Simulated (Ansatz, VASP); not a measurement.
**Two plane-wave programs on MgO**

File INCAR:

```
SYSTEM = MgO
  PREC = Accurate
  ENCUT = 520
  EDIFF = 1E-7
  ISMEAR = 0
  SIGMA = 0.05
  LREAL = .False.
  LASPH = .True.
  NELM = 80
  ALGO = Normal
  ISIF = 2
  LWAVE = .False.
  LCHARG = .False.
  GGA = PS
  NBANDS = 11
```

The input KPOINTS:

```
Automatic mesh
0
Gamma
  10 10 10
  0 0 0
```

Contents of POSCAR:

```
MgO
1.0
    0.0000000000      2.1075959641      2.1075959641
    2.1075959641      0.0000000000      2.1075959641
    2.1075959641      2.1075959641      0.0000000000
Mg O
1 1
Direct
    0.0126180202      0.0126180202     -0.0126180202
    0.4808312406      0.4808312406      0.5191687594
```

Input for Ansatz:

```yaml
crystal:
  lattice:
    - [0.0, 2.1075959641, 2.1075959641]
    - [2.1075959641, 0.0, 2.1075959641]
    - [2.1075959641, 2.1075959641, 0.0]
  atoms:
    - { symbol: Mg, position: [0.0126180202, 0.0126180202, -0.0126180202] }
    - { symbol: O, position: [0.4808312406, 0.4808312406, 0.5191687594] }
basis:
  ecutwfc: 520.0
kpoints:
  mp_grid: { grid: [10, 10, 10] }
hamiltonian:
  xc: pbesol
  pseudopotentials: { kind: paw, azcp: { folder: soft_1 } }
scf:
  occupations: { method: gaussian, width: 0.05 }
output:
  forces: true
  stress: true
  eigenvalues: true
```

Change from the starting cell: mode 6 frozen in at -0.081 Å, equal normal strain along x, y and z +0.0000.

Alike in both runs: task single point; functional PBEsol; k mesh 10 × 10 × 10; occupations gaussian, width 0.05 eV; no spin polarisation.

|  | VASP | Ansatz |
| --- | --- | --- |
| version | VASP 6.6.1 | Ansatz 0.2.0 |
| potentials or method | VASP PAW PBE potentials, release 64 (Mg, O), cutoff 520 eV | scalar-relativistic, plane waves, PAW |
| valence electrons in the cell | 8 | 16 |

VASP gave:

```
gap on the k mesh at the Fermi level (eV)                     : 4.61
least direct gap on the mesh (eV)                             : 4.61
pressure (GPa)                                                : 1.2
traceless stress, the component that is largest in VASP (GPa) : 4.36
rms of the force components (eV/Å)                            : 0.470
```

Question: What did Ansatz give for the same quantities?

Answer: gap on the k mesh at the Fermi level (eV): 4.61; least direct gap on the mesh (eV): 4.61; pressure (GPa): 1.7; traceless stress, the component that is largest in VASP (GPa): 4.28; rms of the force components (eV/Å): 0.464.

VASP's potentials were made for PBE, not for PBEsol, and Ansatz warns of the same on its side. Atom by atom the forces differ by 0.006 eV/Å (rms over components). VASP's potentials hold 8 valence electrons a cell and Ansatz's 16, so a difference there can come from the potentials and not from the codes.
